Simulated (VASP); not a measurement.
# Sc3Al (Pm-3m) in VASP: notebook, part 2 of 2

VASP 6.6.1.

### Step 6. Single point, r2SCAN

File POSCAR:

```
Sc3Al
1.0
    4.4319880000      0.0000000000      0.0000000000
    0.0000000000      4.4319880000      0.0000000000
    0.0000000000      0.0000000000      4.4319880000
Sc Al
3 1
Direct
    0.5000000000      0.0000000000      0.5000000000
    0.0000000000      0.5000000000      0.5000000000
    0.5000000000      0.5000000000      0.0000000000
    0.0000000000      0.0000000000      0.0000000000
```

File INCAR.step1:

```
PREC     = Accurate       # precision mode
ENCUT    = 520            # plane-wave cutoff, eV
ISMEAR   = -1             # smearing method
SIGMA    = 0.025          # smearing width, eV
LREAL    = False          # projectors in reciprocal space
LASPH    = True           # aspherical terms in the spheres
NELM     = 60             # most SCF steps
NBANDS   = 26             # bands
GGA      = PE             # functional
ALGO     = Normal         # electronic algorithm
EDIFF    = 1E-4           # SCF threshold, eV
LWAVE    = True           # write WAVECAR
LCHARG   = False          # write CHGCAR
```

File INCAR.step2:

```
PREC     = Accurate       # precision mode
ENCUT    = 520            # plane-wave cutoff, eV
EDIFF    = 1E-7           # SCF threshold, eV
ISMEAR   = -1             # smearing method
SIGMA    = 0.025          # smearing width, eV
LREAL    = False          # projectors in reciprocal space
LASPH    = True           # aspherical terms in the spheres
NELM     = 60             # most SCF steps
ALGO     = Normal         # electronic algorithm
ISIF     = 2              # what is computed and relaxed
LWAVE    = False          # write WAVECAR
LCHARG   = True           # write CHGCAR
METAGGA  = R2SCAN         # meta-GGA
LMIXTAU  = True         
LELF     = True           # ELF
LVHAR    = True         
NBANDS   = 26             # bands
ISTART   = 1
```

File KPOINTS:

```
Automatic mesh
0
Gamma
  5 5 5
```

Potentials or basis: VASP PAW PBE potentials, release 64 (Sc_sv, Al).

The run is started by

```sh
$ cat potpaw_PBE.64/Sc_sv/POTCAR potpaw_PBE.64/Al/POTCAR > POTCAR
$ cp INCAR.step1 INCAR
$ mpirun -np 1 vasp_std > vasp.out
$ cp INCAR.step2 INCAR
$ mpirun -np 1 vasp_std > vasp.out
```

OUTCAR:

```text
PREC = Accurate
   ENCUT = 520
   EDIFF = 1E-7
   ISMEAR = -1
   LREAL = False
   LASPH = True
   NELM = 60
   ISIF = 2
   METAGGA = R2SCAN
   ISTART = 1

 ion  position               nearest neighbor table
   1  0.500  0.000  0.500-   2 3.13   3 3.13   4 3.13   3 3.13   4 3.13   2 3.13   3 3.13   3 3.13
                             2 3.13   4 3.13   4 3.13   2 3.13
   2  0.000  0.500  0.500-   1 3.13   3 3.13   4 3.13   3 3.13   4 3.13   1 3.13   4 3.13   4 3.13
                             1 3.13   3 3.13   3 3.13   1 3.13
   3  0.500  0.500  0.000-   1 3.13   2 3.13   4 3.13   1 3.13   2 3.13   1 3.13   4 3.13   1 3.13
                             2 3.13   4 3.13   2 3.13   4 3.13
   4  0.000  0.000  0.000-   1 3.13   2 3.13   3 3.13   1 3.13   2 3.13   2 3.13   3 3.13   2 3.13
                             1 3.13   3 3.13   1 3.13   3 3.13

  LATTYP: Found a simple cubic cell.
 ALAT       =     4.4319880000

  Lattice vectors:

 A1 = (   4.4319880000,   0.0000000000,   0.0000000000)
 A2 = (   0.0000000000,   4.4319880000,   0.0000000000)
 A3 = (   0.0000000000,   0.0000000000,   4.4319880000)

Analysis of symmetry for initial positions (statically):
=====================================================================
 Subroutine PRICEL returns:
 Original cell was already a primitive cell.

 Routine SETGRP: Setting up the symmetry group for a
 simple cubic supercell.

 Subroutine GETGRP returns: Found 48 space group operations
 (whereof 48 operations were pure point group operations)
 out of a pool of 48 trial point group operations.

The static configuration has the point symmetry O_h .

Analysis of symmetry for dynamics (positions and initial velocities):
=====================================================================
 Subroutine PRICEL returns:
 Original cell was already a primitive cell.

 Routine SETGRP: Setting up the symmetry group for a
 simple cubic supercell.

 Subroutine GETGRP returns: Found 48 space group operations
[... 109 lines left out ...]
   IALGO  =     38    algorithm
   IMIX   =      4    mixing-type and parameters
     AMIX     =   0.40;   BMIX     =  1.00
     AMIX_MAG =   1.60;   BMIX_MAG =  1.00
  volume/ion in A,a.u.               =      21.76       146.87
  Fermi-wavevector in a.u.,A,eV,Ry     =   1.219674  2.304850 20.240089  1.487605
  Thomas-Fermi vector in A             =   2.354918
   LORBIT       =      0    0 simple, 1 ext, 2 COOP (PROOUT), +10 PAW based schemes
   METAGGA = R2SCAN    functional components
   LHFCALC =     F    Hartree Fock is set to
   AEXX    =    0.0000 exact exchange contribution
   IVDW    =     0    specifies the selected vdW correction
   LEPSILON=     F    determine dielectric tensor
   LRPA    =     F    only Hartree local field effects (RPA)
 non-spin polarized calculation
  energy-cutoff  :      520.00
  volume of cell :       87.06
 maximum number of plane-waves:      2356
 NGX is ok and might be reduce to    36
   NGX = 17   NGY = 17   NGZ = 17

 number of electron      35.9999990 magnetization

 Free energy of the ion-electron system (eV)
  ---------------------------------------------------
  ext. energy  EPLUGINS =         0.00000000
  ---------------------------------------------------
  free energy    TOTEN  =       -41.83699649 eV

  energy without entropy =      -41.82191560  energy(sigma->0) =      -41.82945605

 E-fermi :   4.8296     XC(G=0): -10.8041

 val. band max:        4.8254370524   @ k =   0.2000   0.2000   0.0000
 cond. band min:       4.8436903409   @ k =   0.4000   0.4000   0.2000
 fundamental gap:      0.0182532885
 Fermi energy:         4.8295616870

 k-point     1 :       0.0000    0.0000    0.0000
  band No.  band energies     occupation
      1     -46.8126      2.00000
      2     -46.7115      2.00000
      3     -46.7115      2.00000
      4     -24.6492      2.00000
      5     -24.6492      2.00000
      6     -24.6492      2.00000
[... 279 lines left out ...]
     25       7.2504      0.00000
     26       7.2504      0.00000

------------------------ aborting loop because EDIFF is reached ----------------------------------------

  FORCE on cell =-STRESS in cart. coord.  units (eV):
  Direction    XX          YY          ZZ          XY          YZ          ZX
  --------------------------------------------------------------------------------------
  -------------------------------------------------------------------------------------
  Total        0.0509818      0.0509818      0.0509818     -0.0000000     -0.0000000      0.0000000
  in kB        0.9382740      0.9382740      0.9382740     -0.0000000     -0.0000000      0.0000000
  external PRESSURE =       0.9382740 kB  Pullay stress =       0.0000000 kB

 VOLUME and BASIS-vectors are now :
 -----------------------------------------------------------------------------
  energy-cutoff  :      520.00
  volume of cell :       87.06
      direct lattice vectors                 reciprocal lattice vectors
     4.431988000  0.000000000  0.000000000     0.225632380  0.000000000  0.000000000
     0.000000000  4.431988000  0.000000000     0.000000000  0.225632380  0.000000000
     0.000000000  0.000000000  4.431988000     0.000000000  0.000000000  0.225632380

 POSITION                                       TOTAL-FORCE (eV/Angst)
 -----------------------------------------------------------------------------------
      2.21599      0.00000      2.21599         0.000000      0.000000      0.000000
      0.00000      2.21599      2.21599         0.000000      0.000000      0.000000
      2.21599      2.21599      0.00000         0.000000      0.000000      0.000000
      0.00000      0.00000      0.00000         0.000000      0.000000      0.000000
 -----------------------------------------------------------------------------------
    total drift:                                0.000000      0.000000      0.000000

  FREE ENERGIE OF THE ION-ELECTRON SYSTEM (eV)
  ---------------------------------------------------
  free  energy   TOTEN  =       -41.8369964935 eV

  energy  without entropy=      -41.8219155982  energy(sigma->0) =      -41.82945605
```

OSZICAR.step1:

```text
N       E                     dE             d eps       ncg     rms          rms(c)
DAV:   1     0.646263235779E+03    0.64626E+03   -0.15908E+04   536   0.140E+03
DAV:   2     0.105458671619E+02   -0.63572E+03   -0.62608E+03   632   0.642E+02
DAV:   3    -0.252506794880E+02   -0.35797E+02   -0.35201E+02   868   0.200E+02
DAV:   4    -0.262756338907E+02   -0.10250E+01   -0.10087E+01   872   0.326E+01
DAV:   5    -0.263010514247E+02   -0.25418E-01   -0.25357E-01   880   0.635E+00    0.105E+01
DAV:   6    -0.235976442813E+02    0.27034E+01   -0.10381E+01   768   0.252E+01    0.299E+00
DAV:   7    -0.234849948645E+02    0.11265E+00   -0.55570E-01   840   0.602E+00    0.120E+00
DAV:   8    -0.234561391866E+02    0.28856E-01   -0.55908E-02   774   0.144E+00    0.403E-01
DAV:   9    -0.234540725939E+02    0.20666E-02   -0.15464E-02   888   0.101E+00    0.183E-01
DAV:  10    -0.234538481959E+02    0.22440E-03   -0.13139E-03   814   0.388E-01    0.620E-02
DAV:  11    -0.234538584694E+02   -0.10273E-04   -0.26195E-05   504   0.709E-02
   1 F= -.23453858E+02 E0= -.23446130E+02  d E =-.154564E-01
```

It took 1.9 min on 1 thread of Intel Xeon Platinum 8488C (Sapphire Rapids), shared host; peak memory 0.21 GiB.

What came out:

- Free energy: -41.8370 eV
- Pressure: 0.1 GPa
- Band gap on the k mesh: zero (band 18 reaches 5.04 eV, above the bottom of band 19 at 4.05 eV)

Levels at points of the mesh, in eV from the Fermi level:
```csv
k point,band 16,band 17,band 18,band 19,band 20,band 21
"(0.00, 0.00, 0.00)",-1.07,-0.42,-0.42,-0.42,0.45,0.45
```

Caveat: the PAW data sets were made with another functional, which shifts forces and pressure a little.

### Step 7. The runs side by side

| smearing | gap on the mesh (eV) | pressure (GPa) |
| --- | --- | --- |
| fermi-dirac 0.25 eV | none | 0.7 |
| fermi-dirac 0.15 eV | none | 0.3 |
| fermi-dirac 0.1 eV | none | 0.2 |
| fermi-dirac 0.05 eV | none | 0.1 |
| fermi-dirac 0.025 eV | none | 0.1 |

Alike in all rows: task single point; level r2SCAN; potentials or basis VASP PAW PBE potentials, release 64 (Sc_sv, Al); no spin polarisation; cell as given; k mesh 5 × 5 × 5; cutoff (eV) 520.

Every run on the cell as given and a fine mesh finds a metal.

Caveats: the PAW data sets were made with another functional, which shifts forces and pressure a little.

Absolute energies hang on the potentials; compare differences alone.
